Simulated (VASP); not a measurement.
# InPd (Pm-3m) in VASP: a series of runs, part 2 of 2

VASP 6.6.1. Earlier steps stand in the parts before.

**3. Single point, PBEsol+D4**

This run uses another cell than the first one, of 16.81 Å³/atom.

Contents of INCAR:

```
ALGO = Normal ; EDIFF = 1E-6
ENCUT = 520 ; GGA = PS
ISIF = 2 ; ISMEAR = -1
IVDW = 13 ; LASPH = True
LCHARG = False ; LREAL = False
LWAVE = False ; NBANDS = 18
NELM = 80 ; PREC = Accurate
SIGMA = 0.05
```

Contents of KPOINTS:

```
k-points
0
Gamma
  8 8 8
```

Contents of POSCAR:

```
InPd
1.0
    3.2276827540      0.0000000000      0.0000000000
    0.0000000000      3.2276827540      0.0000000000
    0.0000000000      0.0000000000      3.2276827540
In Pd
1 1
Direct
    0.0000000000      0.0000000000      0.0000000000
    0.5000000000      0.5000000000      0.5000000000
```

Potentials or basis: VASP PAW PBE potentials, release 64 (In_d, Pd).

Started as:

```sh
> cat potpaw_PBE.64/In_d/POTCAR potpaw_PBE.64/Pd/POTCAR > POTCAR
> mpirun -np 1 vasp_std > vasp.out
```

OUTCAR:

```text
EDIFF = 1E-6
   ENCUT = 520
   GGA = PS
   ISIF = 2
   ISMEAR = -1
   IVDW = 13
   LASPH = True
   LREAL = False
   NELM = 80
   PREC = Accurate

 ion  position               nearest neighbor table
   1  0.000  0.000  0.000-   2 2.80   2 2.80   2 2.80   2 2.80   2 2.80   2 2.80   2 2.80   2 2.80

   2  0.500  0.500  0.500-   1 2.80   1 2.80   1 2.80   1 2.80   1 2.80   1 2.80   1 2.80   1 2.80

  LATTYP: Found a simple cubic cell.
 ALAT       =     3.2276827540

  Lattice vectors:

 A1 = (   3.2276827540,   0.0000000000,   0.0000000000)
 A2 = (   0.0000000000,   3.2276827540,   0.0000000000)
 A3 = (   0.0000000000,   0.0000000000,   3.2276827540)

Analysis of symmetry for initial positions (statically):
=====================================================================
 Subroutine PRICEL returns:
 Original cell was already a primitive cell.

 Routine SETGRP: Setting up the symmetry group for a
 simple cubic supercell.

 Subroutine GETGRP returns: Found 48 space group operations
 (whereof 48 operations were pure point group operations)
 out of a pool of 48 trial point group operations.

The static configuration has the point symmetry O_h .

Analysis of symmetry for dynamics (positions and initial velocities):
=====================================================================
 Subroutine PRICEL returns:
 Original cell was already a primitive cell.

 Routine SETGRP: Setting up the symmetry group for a
 simple cubic supercell.

 Subroutine GETGRP returns: Found 48 space group operations
 (whereof 48 operations were pure point group operations)
 out of a pool of 48 trial point group operations.

The dynamic configuration has the point symmetry O_h .

 Subroutine INISYM returns: Found 48 space group operations
 (whereof 48 operations are pure point group operations),
 and found     1 'primitive' translations

----------------------------------------------------------------------------------------

                                     Primitive cell

  volume of cell :      33.6258

  direct lattice vectors                    reciprocal lattice vectors
     3.227682754  0.000000000  0.000000000     0.309819792  0.000000000  0.000000000
     0.000000000  3.227682754  0.000000000     0.000000000  0.309819792  0.000000000
     0.000000000  0.000000000  3.227682754     0.000000000  0.000000000  0.309819792

  length of vectors
     3.227682754  3.227682754  3.227682754     0.309819792  0.309819792  0.309819792

  position of ions in fractional coordinates (direct lattice)
     0.000000000  0.000000000  0.000000000
     0.500000000  0.500000000  0.500000000

  ion indices of the primitive-cell ions
   primitive index   ion index
                 1           1
                 2           2

----------------------------------------------------------------------------------------

 KPOINTS: k-points

Automatic generation of k-mesh.
 Grid dimensions read from file:
 generate k-points for:    8    8    8

 Generating k-lattice:

  Cartesian coordinates                     Fractional coordinates (reciprocal lattice)
     0.038727474  0.000000000  0.000000000     0.125000000  0.000000000  0.000000000
     0.000000000  0.038727474  0.000000000     0.000000000  0.125000000  0.000000000
     0.000000000  0.000000000  0.038727474     0.000000000  0.000000000  0.125000000

  Length of vectors
     0.038727474  0.038727474  0.038727474

  Shift w.r.t. Gamma in fractional coordinates (k-lattice)
     0.000000000  0.000000000  0.000000000

 Subroutine IBZKPT returns following result:
 ===========================================

 Found     35 irreducible k-points:

 Following reciprocal coordinates:
            Coordinates               Weight
  0.000000  0.000000  0.000000      1.000000
  0.125000  0.000000  0.000000      6.000000
  0.250000  0.000000  0.000000      6.000000
  0.375000  0.000000  0.000000      6.000000
  0.500000  0.000000  0.000000      3.000000
  0.125000  0.125000  0.000000     12.000000
[... 16 lines left out ...]
  0.375000  0.375000  0.125000     24.000000
  0.500000  0.375000  0.125000     24.000000
 [... further k-points ...]
   k-points           NKPTS =     35   k-points in BZ     NKDIM =     35   number of bands    NBANDS=     18
   number of dos      NEDOS =    301   number of ions     NIONS =      2
   total plane-waves  NPLWV =  13824
   dimension x,y,z NGX =    24 NGY =   24 NGZ =   24
   dimension x,y,z NGXF=    48 NGYF=   48 NGZF=   48
   ions per type =               1   1
   NGX,Y,Z   is equivalent  to a cutoff of  12.36, 12.36, 12.36 a.u.
   NGXF,Y,Z  is equivalent  to a cutoff of  24.72, 24.72, 24.72 a.u.
 SYSTEM =  unknown system
   PREC   = accura    normal or accurate (medium, high low for compatibility)
   ISTART =      0    job   : 0-new  1-cont  2-samecut
   ICHARG =      2    charge: 1-file 2-atom 10-const
   ISPIN  =      1    spin polarized calculation?
   LNONCOLLINEAR =      F non collinear calculations
   LSORBIT =      F    spin-orbit coupling
   LASPH  =      T    aspherical Exc in radial PAW
   ENCUT  =  520.0 eV  38.22 Ry    6.18 a.u.   6.00  6.00  6.00*2*pi/ulx,y,z
   NELM   =     80;   NELMIN=  2; NELMDL= -5     # of ELM steps
   EDIFF  = 0.1E-05   stopping-criterion for ELM
   LREAL  =      F    real-space projection
   EDIFFG = 0.1E-04   stopping-criterion for IOM
   NSW    =      0    number of steps for IOM
   IBRION =     -1    ionic relax: 0-MD 1-quasi-New 2-CG
   NFREE  =      0    steps in history (QN), initial steepest desc. (CG)
   ISIF   =      2    stress and relaxation
   ISYM   =      2    0-nonsym 1-usesym 2-fastsym
   POTIM  = 0.5000    time-step for ionic-motion
   TEBEG  =    0.0;   TEEND  =   0.0 temperature during run
   PSTRESS=    0.0 pullay stress
   NELECT =      23.0000    total number of electrons
   NUPDOWN=      -1.0000    fix difference up-down
   EMIN   =  10.00;   EMAX   =-10.00  energy-range for DOS
   EFERMI =   0.00;   METHOD = LEGACY
   ISMEAR =    -1;   SIGMA  =   0.05  broadening in eV -4-tet -1-fermi 0-gaus
   EFERMI_NEDOS =   21; number of points for ismear=-14 and -15
   IALGO  =     38    algorithm
   IMIX   =      4    mixing-type and parameters
     AMIX     =   0.40;   BMIX     =  1.00
     AMIX_MAG =   1.60;   BMIX_MAG =  1.00
  volume/ion in A,a.u.               =      16.81       113.46
  Fermi-wavevector in a.u.,A,eV,Ry     =   1.442425  2.725788 28.308147  2.080590
  Thomas-Fermi vector in A             =   2.560947
   LORBIT       =      0    0 simple, 1 ext, 2 COOP (PROOUT), +10 PAW based schemes
   GGA     = PS    functional components
   LHFCALC =     F    Hartree Fock is set to
   AEXX    =    0.0000 exact exchange contribution
   IVDW    =    13    specifies the selected vdW correction
   LEPSILON=     F    determine dielectric tensor
   LRPA    =     F    only Hartree local field effects (RPA)
 non-spin polarized calculation
  energy-cutoff  :      520.00
  volume of cell :       33.63
 maximum number of plane-waves:       925
   NGX = 13   NGY = 13   NGZ = 13

 number of electron      22.9999989 magnetization

 Free energy of the ion-electron system (eV)
  ---------------------------------------------------
  ext. energy  EPLUGINS =         0.00000000
  ---------------------------------------------------
  free energy    TOTEN  =        -9.99921704 eV

  energy without entropy =       -9.98925196  energy(sigma->0) =       -9.99423450

 E-fermi :  10.8646     XC(G=0): -12.6366

 val. band max:       10.8332347826   @ k =   0.3750   0.2500   0.1250
 cond. band min:      11.0020321864   @ k =   0.5000   0.5000   0.5000
 fundamental gap:      0.1687974038
 Fermi energy:        10.8645835198

 k-point     1 :       0.0000    0.0000    0.0000
  band No.  band energies     occupation
      1      -4.0220      2.00000
      2      -4.0220      2.00000
      3      -3.5563      2.00000
      4      -3.5563      2.00000
      5      -3.5563      2.00000
      6       0.5062      2.00000
[... 10 lines left out ...]
     17      21.8385      0.00000
     18      27.0475      0.00000
[... 463 lines left out ...]
 k-point    24 :       0.5000    0.3750    0.1250
  band No.  band energies     occupation
      1      -3.9175      2.00000
      2      -3.7498      2.00000
      3      -3.7364      2.00000
      4      -3.7135      2.00000
      5      -3.3761      2.00000
      6       4.5909      2.00000
[... 10 lines left out ...]
     17      22.2027      0.00000
     18      24.2540      0.00000

 [... further k-points ...]

------------------------ aborting loop because EDIFF is reached ----------------------------------------

  DFT-D4 for vdW energy calculation

  Edisp (eV):   -0.57737

  FORCE on cell =-STRESS in cart. coord.  units (eV):
  Direction    XX          YY          ZZ          XY          YZ          ZX
  --------------------------------------------------------------------------------------
  -------------------------------------------------------------------------------------
  Total       0.03937     0.03937     0.03937     0.00000    -0.00000     0.00000
  in kB       1.87597     1.87597     1.87597     0.00000    -0.00000     0.00000
  external pressure =        1.88 kB  Pullay stress =        0.00 kB

 VOLUME and BASIS-vectors are now :
 -----------------------------------------------------------------------------
  energy-cutoff  :      520.00
  volume of cell :       33.63
      direct lattice vectors                 reciprocal lattice vectors
     3.227682754  0.000000000  0.000000000     0.309819792  0.000000000  0.000000000
     0.000000000  3.227682754  0.000000000     0.000000000  0.309819792  0.000000000
     0.000000000  0.000000000  3.227682754     0.000000000  0.000000000  0.309819792

 POSITION                                       TOTAL-FORCE (eV/Angst)
 -----------------------------------------------------------------------------------
      0.00000      0.00000      0.00000         0.000000      0.000000      0.000000
      1.61384      1.61384      1.61384         0.000000      0.000000      0.000000
 -----------------------------------------------------------------------------------
    total drift:                                0.000000      0.000000     -0.000000

  FREE ENERGIE OF THE ION-ELECTRON SYSTEM (eV)
  ---------------------------------------------------
  free  energy   TOTEN  =       -10.5765828660 eV

  energy  without entropy=      -10.5666177795  energy(sigma->0) =      -10.57160032
```

OSZICAR:

```text
N       E                     dE             d eps       ncg     rms          rms(c)
DAV:   1     0.164879778048E+03    0.16488E+03   -0.11248E+04  1310   0.167E+03
DAV:   2    -0.161744568963E+01   -0.16650E+03   -0.15995E+03  1276   0.356E+02
DAV:   3    -0.101161570360E+02   -0.84987E+01   -0.84115E+01  1404   0.882E+01
DAV:   4    -0.103023519191E+02   -0.18619E+00   -0.18605E+00  1584   0.114E+01
DAV:   5    -0.103105547709E+02   -0.82029E-02   -0.82024E-02  1658   0.231E+00    0.753E+00
DAV:   6    -0.100578034766E+02    0.25275E+00   -0.68698E-01  1366   0.103E+01    0.334E+00
DAV:   7    -0.100118572686E+02    0.45946E-01   -0.76892E-02  1658   0.528E+00    0.176E+00
DAV:   8    -0.100003940844E+02    0.11463E-01   -0.24648E-02  1594   0.156E+00    0.444E-01
DAV:   9    -0.999923880046E+01    0.11553E-02   -0.21239E-03  1644   0.749E-01    0.832E-02
DAV:  10    -0.999921759193E+01    0.21209E-04   -0.44018E-05  1864   0.962E-02    0.254E-02
DAV:  11    -0.999921704466E+01    0.54726E-06   -0.30524E-06  1314   0.166E-02
   1 F= -.10576583E+02 E0= -.10571600E+02  d E =-.996509E-02
```

Wall time 10 s (1 thread of Intel Xeon 8259CL, shared host); peak memory 0.15 GiB.

What came out:

```
Free energy                : -10.5766 eV
Pressure                   : 0.2 GPa
Band gap on the k mesh     : zero (an odd number of electrons rules out a gap without spin polarisation)
Dispersion energy per atom : -0.289 eV
```

Caveat: the PAW data sets were made with another functional, which shifts forces and pressure a little; spin-orbit coupling is left out, which moves the levels of the heavy elements.

**4. Single point, PBEsol (16.81 Å³/atom)**

This run uses another cell than the first one, of 16.81 Å³/atom.

Contents of INCAR:

```
ALGO = Fast ; EDIFF = 1E-7
ENCUT = 520 ; GGA = PS
ISIF = 2 ; ISMEAR = -1
LASPH = T ; LCHARG = F
LREAL = F ; LWAVE = F
NBANDS = 18 ; NELM = 100
PREC = Accurate ; SIGMA = 0.05
```

KPOINTS is that of step 3.

Contents of POSCAR:

```
InPd
1.0
    3.2276647001      0.0000000000      0.0000000000
    0.0000000000      3.2276647001      0.0000000000
    0.0000000000      0.0000000000      3.2276647001
In Pd
1 1
Direct
    0.0000000000      0.0000000000      0.0000000000
    0.5000000000      0.5000000000      0.5000000000
```

Potentials or basis: VASP PAW PBE potentials, release 64 (In_d, Pd).

Started as:

```sh
> cat potpaw_PBE.64/In_d/POTCAR potpaw_PBE.64/Pd/POTCAR > POTCAR
> mpirun -np 1 vasp_std > vasp.out
```

OUTCAR:

```text
EDIFF = 1E-7
   ENCUT = 520
   GGA = PS
   ISIF = 2
   ISMEAR = -1
   LASPH = T
   LREAL = F
   NELM = 100
   PREC = Accurate

 ion  position               nearest neighbor table
   1  0.000  0.000  0.000-   2 2.80   2 2.80   2 2.80   2 2.80   2 2.80   2 2.80   2 2.80   2 2.80

   2  0.500  0.500  0.500-   1 2.80   1 2.80   1 2.80   1 2.80   1 2.80   1 2.80   1 2.80   1 2.80

  LATTYP: Found a simple cubic cell.
 ALAT       =     3.2276647001
[... 691 lines left out ...]

 [... further k-points ...]

------------------------ aborting loop because EDIFF is reached ----------------------------------------

  FORCE on cell =-STRESS in cart. coord.  units (eV):
  Direction    XX          YY          ZZ          XY          YZ          ZX
  --------------------------------------------------------------------------------------
  -------------------------------------------------------------------------------------
  Total        0.5715452      0.5715452      0.5715452      0.0000000      0.0000000     -0.0000000
  in kB       27.2330282     27.2330282     27.2330282      0.0000000      0.0000000     -0.0000000
  external PRESSURE =      27.2330282 kB  Pullay stress =       0.0000000 kB

 VOLUME and BASIS-vectors are now :
 -----------------------------------------------------------------------------
  energy-cutoff  :      520.00
  volume of cell :       33.63
      direct lattice vectors                 reciprocal lattice vectors
     3.227664700  0.000000000  0.000000000     0.309821525  0.000000000  0.000000000
     0.000000000  3.227664700  0.000000000     0.000000000  0.309821525  0.000000000
     0.000000000  0.000000000  3.227664700     0.000000000  0.000000000  0.309821525

 POSITION                                       TOTAL-FORCE (eV/Angst)
 -----------------------------------------------------------------------------------
      0.00000      0.00000      0.00000         0.000000      0.000000      0.000000
      1.61383      1.61383      1.61383         0.000000      0.000000      0.000000
 -----------------------------------------------------------------------------------
    total drift:                                0.000000      0.000000     -0.000000

  FREE ENERGIE OF THE ION-ELECTRON SYSTEM (eV)
  ---------------------------------------------------
  free  energy   TOTEN  =        -9.9992077096 eV

  energy  without entropy=       -9.9892429862  energy(sigma->0) =       -9.99422535
```

OSZICAR:

```text
N       E                     dE             d eps       ncg     rms          rms(c)
DAV:   1     0.164880621007E+03    0.16488E+03   -0.11248E+04  1310   0.167E+03
DAV:   2    -0.161744332313E+01   -0.16650E+03   -0.15995E+03  1276   0.356E+02
DAV:   3    -0.101161545558E+02   -0.84987E+01   -0.84115E+01  1404   0.882E+01
[... 15 lines left out ...]
RMM:  19    -0.999920876893E+01    0.11212E-05   -0.90404E-07  1464   0.112E-02    0.419E-02
RMM:  20    -0.999920819763E+01    0.57130E-06   -0.43517E-07  1336   0.788E-03    0.257E-02
RMM:  21    -0.999920785298E+01    0.34465E-06   -0.33052E-07  1220   0.689E-03    0.113E-02
RMM:  22    -0.999920772821E+01    0.12477E-06   -0.18542E-07   818   0.502E-03    0.302E-03
RMM:  23    -0.999920770963E+01    0.18574E-07   -0.70713E-08   726   0.302E-03
   1 F= -.99992077E+01 E0= -.99942253E+01  d E =-.996472E-02
```

Wall time 22 s (1 thread of Intel Xeon 8259CL, shared host); peak memory 0.15 GiB.

Results:

```
Free energy            : -9.9992 eV
Pressure               : 2.7 GPa
Band gap on the k mesh : zero (an odd number of electrons rules out a gap without spin polarisation)
```

Caveat: the PAW data sets were made with another functional, which shifts forces and pressure a little; spin-orbit coupling is left out, which moves the levels of the heavy elements.

**5. Overview**

| level | cell | gap on the mesh (eV) | pressure (GPa) |
| --- | --- | --- | --- |
| PBEsol+D3(BJ) | a = 3.208 Å, 2 atoms | none | 0.2 |
| PBEsol+D4 | a = 3.228 Å, 2 atoms | none | 0.2 |
| PBEsol | a = 3.228 Å, 2 atoms | none | 2.7 |

Alike in all rows: task single point; potentials or basis VASP PAW PBE potentials, release 64 (In_d, Pd); no spin polarisation; k mesh 8 × 8 × 8; cutoff (eV) 520; smearing fermi-dirac 0.05 eV.

Caveats: the PAW data sets were made with another functional, which shifts forces and pressure a little; spin-orbit coupling is left out, which moves the levels of the heavy elements.

Total energies depend on the potentials used, so only differences within one code and one set of settings carry meaning.
